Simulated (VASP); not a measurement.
Wanted: the native input for a VASP 6.6.1 run.

| Quantity | Value |
| --- | --- |
| Task | single point |
| Functional | r2SCAN |
| Potentials or basis | VASP PAW PBE potentials, release 64 (Hg) |
| Cutoff | 520 eV |
| k mesh | 5 × 5 × 7 |
| Occupations | methfessel-paxton, width 0.081 eV |
| Spin | no spin polarisation |
| Dipole correction | no |
| Further INCAR settings | ALGO = Normal; EDIFF = 1e-07; NBANDS = 32 |

The system is Hg.

```
CELL_PARAMETERS angstrom
5.05563 0.00000 0.00000
0.00000 5.05563 0.00000
0.00000 0.00000 3.49775
ATOMIC_POSITIONS crystal
Hg 0.00000 0.00000 0.00000
Hg 0.50000 0.50000 0.00000
Hg 0.00000 0.50000 0.62500
Hg 0.50000 0.00000 0.37500
```

These files were run (other wordings do the same):

POSCAR

```
Hg
1.0
    5.0556320000      0.0000000000      0.0000000000
    0.0000000000      5.0556320000      0.0000000000
    0.0000000000      0.0000000000      3.4977500000
Hg
4
Direct
    0.0000000000      0.0000000000      0.0000000000
    0.5000000000      0.5000000000      0.0000000000
    0.0000000000      0.5000000000      0.6250000000
    0.5000000000      0.0000000000      0.3750000000
```

INCAR.step1

```
  PREC = Accurate
  ENCUT = 520
  ISMEAR = 1
  SIGMA = 0.081
  LREAL = False
  LASPH = True
  NELM = 60
  NBANDS = 32
  GGA = PE
  ALGO = Normal
  EDIFF = 1E-4
  LWAVE = True
  LCHARG = False
```

INCAR.step2

```
  PREC = Accurate
  ENCUT = 520
  EDIFF = 1E-7
  ISMEAR = 1
  SIGMA = 0.081
  LREAL = False
  LASPH = True
  NELM = 60
  ALGO = Normal
  ISIF = 2
  LWAVE = False
  LCHARG = True
  METAGGA = R2SCAN
  LMIXTAU = True
  LELF = True
  LVHAR = True
  NBANDS = 32
  ISTART = 1
```

KPOINTS

```
regular mesh
0
Gamma
  5 5 7
```

Potentials or basis: VASP PAW PBE potentials, release 64 (Hg).

Command:

```console
$ cat potpaw_PBE.64/Hg/POTCAR > POTCAR
$ cp INCAR.step1 INCAR
$ mpirun -np 1 vasp_std > vasp.out
$ cp INCAR.step2 INCAR
$ mpirun -np 1 vasp_std > vasp.out
```

Results of the run:

| Item | Value |
| --- | --- |
| Pressure | 10.6 GPa |
| Largest force | 0.780 eV/Å |
| Band gap on the k mesh | zero (bands 24 and 25 overlap by 1.37 eV) |

Caveat: the cell stands under pressure; the PAW data sets were made with another functional, which shifts forces and pressure a little; spin-orbit coupling is left out, which moves the levels of the heavy elements.

Wall time 3.1 min on 1 thread of AMD EPYC 7R13 Processor (Zen 3) (shared host), peak memory 0.2 GiB.
